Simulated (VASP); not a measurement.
# Al3Pd (Pm-3m) in VASP: a series of runs

Aim: see how the results for Al3Pd move with the level of theory and the settings. Levels: LDA, PBE, BLYP. Tasks: single point.

All numbers are computed with VASP 6.6.1; they aren't measurements. Logs are shortened: lines on timing, memory, paths and dates and some standing lists are left out, and cuts for length are marked.

## (1) The cell of the first run

The structure is cubic, space group Pm-3m (No. 221). The conventional cell has a = 3.947 Å, b = 3.947 Å, c = 3.947 Å, α = 90.00°, β = 90.00°, γ = 90.00°. Within 3.7 Å of Al (site symmetry 4/mmm) lie 8 Al at 2.79 Å and 4 Pd at 2.79 Å. Pd (site symmetry m-3m) has 12 Al at 2.79 Å within 3.7 Å.

## (2) Single point, LDA

INCAR

```
ALGO = Normal ; EDIFF = 1E-7
ENCUT = 520 ; GGA = CA
ISIF = 2 ; ISMEAR = 1
LASPH = T ; LCHARG = F
LREAL = F ; LWAVE = F
NBANDS = 18 ; NELM = 80
PREC = Accurate ; SIGMA = 0.1
```

KPOINTS

```
k-points
0
Gamma
  5 5 5
```

POSCAR

```
Al3Pd
1.0
    3.9469100000      0.0000000000      0.0000000000
    0.0000000000      3.9469100000      0.0000000000
    0.0000000000      0.0000000000      3.9469100000
Al Pd
3 1
Direct
    0.0000000000      0.5000000000      0.5000000000
    0.5000000000      0.0000000000      0.5000000000
    0.5000000000      0.5000000000      0.0000000000
    0.0000000000      0.0000000000      0.0000000000
```

Potentials or basis: VASP PAW LDA potentials, release 64 (Al, Pd).

Launch:

```
> cat potpaw_LDA.64/Al/POTCAR potpaw_LDA.64/Pd/POTCAR > POTCAR
> mpirun -np 1 vasp_std > vasp.out
```

OUTCAR:

```text
EDIFF = 1E-7
   ENCUT = 520
   GGA = CA
   ISIF = 2
   ISMEAR = 1
   LASPH = T
   LREAL = F
   NELM = 80
   PREC = Accurate

 ion  position               nearest neighbor table
   1  0.000  0.500  0.500-   2 2.79   3 2.79   4 2.79   3 2.79   4 2.79   2 2.79   4 2.79   4 2.79
                             2 2.79   3 2.79   3 2.79   2 2.79
   2  0.500  0.000  0.500-   1 2.79   3 2.79   4 2.79   3 2.79   4 2.79   1 2.79   3 2.79   3 2.79
                             1 2.79   4 2.79   4 2.79   1 2.79
   3  0.500  0.500  0.000-   1 2.79   2 2.79   4 2.79   1 2.79   2 2.79   2 2.79   4 2.79   2 2.79
                             1 2.79   4 2.79   1 2.79   4 2.79
   4  0.000  0.000  0.000-   1 2.79   2 2.79   3 2.79   1 2.79   2 2.79   1 2.79   3 2.79   1 2.79
                             2 2.79   3 2.79   2 2.79   3 2.79

  LATTYP: Found a simple cubic cell.
 ALAT       =     3.9469100000

  Lattice vectors:

 A1 = (   3.9469100000,   0.0000000000,   0.0000000000)
 A2 = (   0.0000000000,   3.9469100000,   0.0000000000)
 A3 = (   0.0000000000,   0.0000000000,   3.9469100000)

Analysis of symmetry for initial positions (statically):
=====================================================================
 Subroutine PRICEL returns:
 Original cell was already a primitive cell.

 Routine SETGRP: Setting up the symmetry group for a
 simple cubic supercell.

 Subroutine GETGRP returns: Found 48 space group operations
 (whereof 48 operations were pure point group operations)
 out of a pool of 48 trial point group operations.

The static configuration has the point symmetry O_h .

Analysis of symmetry for dynamics (positions and initial velocities):
=====================================================================
 Subroutine PRICEL returns:
 Original cell was already a primitive cell.

 Routine SETGRP: Setting up the symmetry group for a
 simple cubic supercell.

 Subroutine GETGRP returns: Found 48 space group operations
 (whereof 48 operations were pure point group operations)
 out of a pool of 48 trial point group operations.

The dynamic configuration has the point symmetry O_h .

 Subroutine INISYM returns: Found 48 space group operations
 (whereof 48 operations are pure point group operations),
 and found     1 'primitive' translations

[... 81 lines left out ...]
   ENCUT  =  520.0 eV  38.22 Ry    6.18 a.u.   7.34  7.34  7.34*2*pi/ulx,y,z
   NELM   =     80;   NELMIN=  2; NELMDL= -5     # of ELM steps
   EDIFF  = 0.1E-06   stopping-criterion for ELM
   LREAL  =      F    real-space projection
   EDIFFG = 0.1E-05   stopping-criterion for IOM
   NSW    =      0    number of steps for IOM
   IBRION =     -1    ionic relax: 0-MD 1-quasi-New 2-CG
   NFREE  =      0    steps in history (QN), initial steepest desc. (CG)
   ISIF   =      2    stress and relaxation
   ISYM   =      2    0-nonsym 1-usesym 2-fastsym
   POTIM  = 0.5000    time-step for ionic-motion
   TEBEG  =    0.0;   TEEND  =   0.0 temperature during run
   PSTRESS=    0.0 pullay stress
   NELECT =      19.0000    total number of electrons
   NUPDOWN=      -1.0000    fix difference up-down
   EMIN   =  10.00;   EMAX   =-10.00  energy-range for DOS
   EFERMI =   0.00;   METHOD = LEGACY
   ISMEAR =     1;   SIGMA  =   0.10  broadening in eV -4-tet -1-fermi 0-gaus
   EFERMI_NEDOS =   21; number of points for ismear=-14 and -15
   IALGO  =     38    algorithm
   IMIX   =      4    mixing-type and parameters
     AMIX     =   0.40;   BMIX     =  1.00
     AMIX_MAG =   1.60;   BMIX_MAG =  1.00
  volume/ion in A,a.u.               =      15.37       103.73
  Fermi-wavevector in a.u.,A,eV,Ry     =   1.106799  2.091547 16.667195  1.225004
  Thomas-Fermi vector in A             =   2.243305
   LORBIT       =      0    0 simple, 1 ext, 2 COOP (PROOUT), +10 PAW based schemes
   GGA     = CA    functional components
   LHFCALC =     F    Hartree Fock is set to
   AEXX    =    0.0000 exact exchange contribution
   IVDW    =     0    specifies the selected vdW correction
   LEPSILON=     F    determine dielectric tensor
   LRPA    =     F    only Hartree local field effects (RPA)
 non-spin polarized calculation
 Methfessel and Paxton  Order N= 1 SIGMA  =   0.10
  energy-cutoff  :      520.00
  volume of cell :       61.49
 maximum number of plane-waves:      1679
 NGX is ok and might be reduce to    30
   NGX = 15   NGY = 15   NGZ = 15

 number of electron      19.0000003 magnetization

 Free energy of the ion-electron system (eV)
  ---------------------------------------------------
  ext. energy  EPLUGINS =         0.00000000
  ---------------------------------------------------
  free energy    TOTEN  =       -20.40734405 eV

  energy without entropy =      -20.40167716  energy(sigma->0) =      -20.40545508

 E-fermi :   8.9789     XC(G=0): -11.2617

 val. band max:        8.9665514229   @ k =   0.4000   0.0000   0.0000
 cond. band min:       9.1673793026   @ k =   0.0000   0.0000   0.0000
 fundamental gap:      0.2008278797
 Fermi energy:         8.9789178104

 k-point     1 :       0.0000    0.0000    0.0000
  band No.  band energies     occupation
      1      -1.9593      2.00000
      2       4.0352      2.00000
      3       4.0352      2.00000
      4       5.3889      2.00000
      5       5.3889      2.00000
      6       5.3889      2.00000
[... 187 lines left out ...]
      5       5.0383      2.00000
      6       5.0383      2.00000
[... 10 lines left out ...]
     17      19.9661      0.00000
     18      20.2578      0.00000

------------------------ aborting loop because EDIFF is reached ----------------------------------------

  FORCE on cell =-STRESS in cart. coord.  units (eV):
  Direction    XX          YY          ZZ          XY          YZ          ZX
  --------------------------------------------------------------------------------------
  -------------------------------------------------------------------------------------
  Total       -1.7944539     -1.7944539     -1.7944539      0.0000000      0.0000000     -0.0000000
  in kB      -46.7596455    -46.7596455    -46.7596455      0.0000000      0.0000000     -0.0000000
  external PRESSURE =     -46.7596455 kB  Pullay stress =       0.0000000 kB

 VOLUME and BASIS-vectors are now :
 -----------------------------------------------------------------------------
  energy-cutoff  :      520.00
  volume of cell :       61.49
      direct lattice vectors                 reciprocal lattice vectors
     3.946910000  0.000000000  0.000000000     0.253362757  0.000000000  0.000000000
     0.000000000  3.946910000  0.000000000     0.000000000  0.253362757  0.000000000
     0.000000000  0.000000000  3.946910000     0.000000000  0.000000000  0.253362757

 POSITION                                       TOTAL-FORCE (eV/Angst)
 -----------------------------------------------------------------------------------
      0.00000      1.97345      1.97345         0.000000      0.000000      0.000000
      1.97345      0.00000      1.97345         0.000000      0.000000      0.000000
      1.97345      1.97345      0.00000         0.000000      0.000000      0.000000
      0.00000      0.00000      0.00000         0.000000      0.000000      0.000000
 -----------------------------------------------------------------------------------
    total drift:                                0.000000     -0.000000      0.000000

  FREE ENERGIE OF THE ION-ELECTRON SYSTEM (eV)
  ---------------------------------------------------
  free  energy   TOTEN  =       -20.4073440484 eV

  energy  without entropy=      -20.4016771568  energy(sigma->0) =      -20.40545508
```

OSZICAR:

```text
N       E                     dE             d eps       ncg     rms          rms(c)
DAV:   1     0.552468864179E+02    0.55247E+02   -0.73066E+03   360   0.865E+02
DAV:   2    -0.191033441406E+02   -0.74350E+02   -0.68859E+02   420   0.165E+02
DAV:   3    -0.210081204003E+02   -0.19048E+01   -0.18903E+01   456   0.259E+01
DAV:   4    -0.210221742768E+02   -0.14054E-01   -0.14049E-01   436   0.254E+00
DAV:   5    -0.210223661492E+02   -0.19187E-03   -0.19187E-03   448   0.274E-01    0.817E+00
DAV:   6    -0.207518829067E+02    0.27048E+00   -0.36144E+00   376   0.191E+01    0.508E+00
DAV:   7    -0.204479767046E+02    0.30391E+00   -0.71964E-01   374   0.102E+01    0.233E+00
DAV:   8    -0.204155483905E+02    0.32428E-01   -0.87668E-02   392   0.172E+00    0.654E-01
DAV:   9    -0.204076170062E+02    0.79314E-02   -0.17764E-02   378   0.144E+00    0.189E-01
DAV:  10    -0.204073483990E+02    0.26861E-03   -0.13410E-03   400   0.252E-01    0.794E-02
DAV:  11    -0.204073455764E+02    0.28225E-05   -0.83209E-05   442   0.763E-02    0.350E-02
DAV:  12    -0.204073449294E+02    0.64699E-06   -0.71529E-06   394   0.222E-02    0.588E-03
DAV:  13    -0.204073440490E+02    0.88040E-06   -0.17165E-06   430   0.149E-02    0.167E-03
DAV:  14    -0.204073440484E+02    0.64006E-09   -0.15925E-07   220   0.273E-03
   1 F= -.20407344E+02 E0= -.20405455E+02  d E =-.566689E-02
```

stdout:

```text
POSCAR found type information on POSCAR AlPd
 POSCAR found :  2 types and       4 ions
 scaLAPACK will be used
 LDA part: xc-table for (Slater(with rela. corr.)+CA(PZ))
 , standard interpolation
 POSCAR, INCAR and KPOINTS ok, starting setup
 FFT: planning ... GRIDC
 FFT: planning ... GRID_SOFT
 FFT: planning ... GRID
 WAVECAR not read
 entering main loop
```

Run time: 4.7 s. Hardware: 1 thread of Intel Xeon 6975P-C (Granite Rapids), shared host; peak memory 0.14 GiB.

What came out:

| Property | Result |
| --- | --- |
| Free energy | -20.4073 eV |
| Pressure | -4.7 GPa |

## (3) Single point, PBE

INCAR

```
SYSTEM = Al3Pd
PREC = Accurate
ENCUT = 520
EDIFF = 1E-6
ISMEAR = 1
SIGMA = 0.1
LREAL = .FALSE.
LASPH = .TRUE.
NELM = 60
ALGO = Normal
ISIF = 2
LWAVE = .FALSE.
LCHARG = .FALSE.
GGA = PE
NBANDS = 18
```

KPOINTS

```
regular mesh
0
G
  5 5 5
  0 0 0
```

POSCAR is that of step 2.

Potentials or basis: VASP PAW PBE potentials, release 64 (Al, Pd).

Launch:

```
> cat potpaw_PBE.64/Al/POTCAR potpaw_PBE.64/Pd/POTCAR > POTCAR
> mpirun -np 1 vasp_std > vasp.out
```

OUTCAR:

```text
SYSTEM = Al3Pd
   PREC = Accurate
   ENCUT = 520
   EDIFF = 1E-6
   ISMEAR = 1
   LREAL = .FALSE.
   LASPH = .TRUE.
   NELM = 60
   ISIF = 2
   GGA = PE

 ion  position               nearest neighbor table
   1  0.000  0.500  0.500-   2 2.79   3 2.79   4 2.79   3 2.79   4 2.79   2 2.79   4 2.79   4 2.79
                             2 2.79   3 2.79   3 2.79   2 2.79
   2  0.500  0.000  0.500-   1 2.79   3 2.79   4 2.79   3 2.79   4 2.79   1 2.79   3 2.79   3 2.79
                             1 2.79   4 2.79   4 2.79   1 2.79
   3  0.500  0.500  0.000-   1 2.79   2 2.79   4 2.79   1 2.79   2 2.79   2 2.79   4 2.79   2 2.79
                             1 2.79   4 2.79   1 2.79   4 2.79
   4  0.000  0.000  0.000-   1 2.79   2 2.79   3 2.79   1 2.79   2 2.79   1 2.79   3 2.79   1 2.79
[... 398 lines left out ...]
  Total        0.4883014      0.4883014      0.4883014      0.0000000      0.0000000      0.0000000
  in kB       12.7240940     12.7240940     12.7240940      0.0000000      0.0000000      0.0000000
  external PRESSURE =      12.7240940 kB  Pullay stress =       0.0000000 kB

 VOLUME and BASIS-vectors are now :
 -----------------------------------------------------------------------------
  energy-cutoff  :      520.00
  volume of cell :       61.49
      direct lattice vectors                 reciprocal lattice vectors
     3.946910000  0.000000000  0.000000000     0.253362757  0.000000000  0.000000000
     0.000000000  3.946910000  0.000000000     0.000000000  0.253362757  0.000000000
     0.000000000  0.000000000  3.946910000     0.000000000  0.000000000  0.253362757

 POSITION                                       TOTAL-FORCE (eV/Angst)
 -----------------------------------------------------------------------------------
      0.00000      1.97345      1.97345         0.000000      0.000000      0.000000
      1.97345      0.00000      1.97345         0.000000      0.000000      0.000000
      1.97345      1.97345      0.00000         0.000000      0.000000      0.000000
      0.00000      0.00000      0.00000         0.000000      0.000000      0.000000
 -----------------------------------------------------------------------------------
    total drift:                                0.000000     -0.000000      0.000000

  FREE ENERGIE OF THE ION-ELECTRON SYSTEM (eV)
  ---------------------------------------------------
  free  energy   TOTEN  =       -17.7616699684 eV

  energy  without entropy=      -17.7556834379  energy(sigma->0) =      -17.75967446
```

stdout:

```text
POSCAR found type information on POSCAR AlPd
 POSCAR found :  2 types and       4 ions
 scaLAPACK will be used
 LDA part: xc-table for (Slater+PW92), standard interpolation
 POSCAR, INCAR and KPOINTS ok, starting setup
 FFT: planning ... GRIDC
 FFT: planning ... GRID_SOFT
 FFT: planning ... GRID
 WAVECAR not read
 entering main loop
```

Wall time 5.5 s (1 thread of Intel Xeon 6975P-C (Granite Rapids), shared host); peak memory 0.16 GiB.

Results:

| Quantity | Value |
| --- | --- |
| Free energy | -17.7617 eV |
| Pressure | 1.3 GPa |

Levels at points of the mesh, in eV from the Fermi level:
```csv
k point,band 7,band 8,band 9,band 10,band 11,band 12
"(0.00, 0.00, 0.00)",-2.22,-2.22,-2.22,0.18,1.87,1.87
```

## (4) Single point, BLYP

INCAR

```
PREC = Accurate
ENCUT = 520
EDIFF = 1E-7
ISMEAR = 1
SIGMA = 0.1
LREAL = False
LASPH = True
NELM = 60
ALGO = Normal
ISIF = 2
LWAVE = False
LCHARG = True
GGA = B5
ALDAX = 1.0
AGGAX = 1.0
AGGAC = 1.0
ALDAC = 0.0
LELF = True
LVHAR = True
NBANDS = 18
```

KPOINTS

```
Automatic mesh
0
Gamma
  5 5 5
```

POSCAR is that of step 3.

Launch:

```
> cat potpaw_PBE.64/Al/POTCAR potpaw_PBE.64/Pd/POTCAR > POTCAR
> mpirun -np 1 vasp_std > vasp.out
```

Wall time 12 s (1 thread of Intel Xeon 6975P-C (Granite Rapids), shared host); peak memory 0.16 GiB.

Results (log left out):

```yaml
Free_energy: -13.7081 eV
Pressure: 5.9 GPa
```

Levels at points of the mesh, in eV from the Fermi level:
```csv
k point,band 5,band 6,band 7,band 8,band 9,band 10,band 11,band 12,band 13,band 14
"(0.00, 0.00, 0.00)",-3.61,-3.61,-2.20,-2.20,-2.20,0.30,1.80,1.80,5.89,5.89
```

Caveat: the PAW data sets were made with another functional, which shifts forces and pressure a little.

## (5) Summary

```csv
level,potentials or basis,gap on the mesh (eV),pressure (GPa)
LDA,"VASP PAW LDA potentials, release 64 (Al, Pd)",none,-4.7
PBE,"VASP PAW PBE potentials, release 64 (Al, Pd)",none,1.3
BLYP,"VASP PAW PBE potentials, release 64 (Al, Pd)",none,5.9
```

Alike in all rows: task single point; no spin polarisation; cell as given; k mesh 5 × 5 × 5; cutoff (eV) 520; smearing methfessel-paxton 0.1 eV.

Caveats: the PAW data sets were made with another functional, which shifts forces and pressure a little (some runs).

Total energies depend on the potentials used, so only differences within one code and one set of settings carry meaning.
